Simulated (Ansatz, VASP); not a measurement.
One calculation of CdIr, two programs

```xyz
6
Lattice="5.5604 0.0000 0.0000 -2.7802 4.8154 0.0000 0.0000 0.0000 4.5231" Properties=species:S:1:pos:R:3 pbc="T T T"
Cd    2.7802    0.0000    0.0000
Cd    1.3901    2.4077    0.0000
Cd   -1.3901    2.4077    0.0000
Ir    0.0000    0.0000    0.0000
Ir    0.0000    3.2103    2.2616
Ir    2.7802    1.6051    2.2616
```

Alike in both runs: functional PBE; k mesh 12 × 12 × 8; occupations gaussian, width 0.1 eV; no spin polarisation.

Ansatz relaxed the structure, and its values are those at the end. VASP's run is a single point on that final structure, the one shown.

|  | VASP | Ansatz |
| --- | --- | --- |
| version | VASP 6.6.1 | Ansatz 0.2.0 |
| potentials or method | VASP PAW PBE potentials, release 64 (Cd, Ir), cutoff 520 eV | scalar-relativistic, plane waves, PAW |
| valence electrons in the cell | 63 | 111 |

VASP gave:

| Property | Result |
| --- | --- |
| gap on the k mesh at the Fermi level (eV) | none |
| pressure (GPa) | 1.0 |

Estimate Ansatz's values.

gap on the k mesh at the Fermi level (eV): none; pressure (GPa): 0.0.

A gap of «none» marks a metal or a gap that the smearing closes. VASP's potentials hold 63 valence electrons a cell and Ansatz's 111, so a difference there can come from the potentials and not from the codes.

Spin-orbit coupling is off throughout.
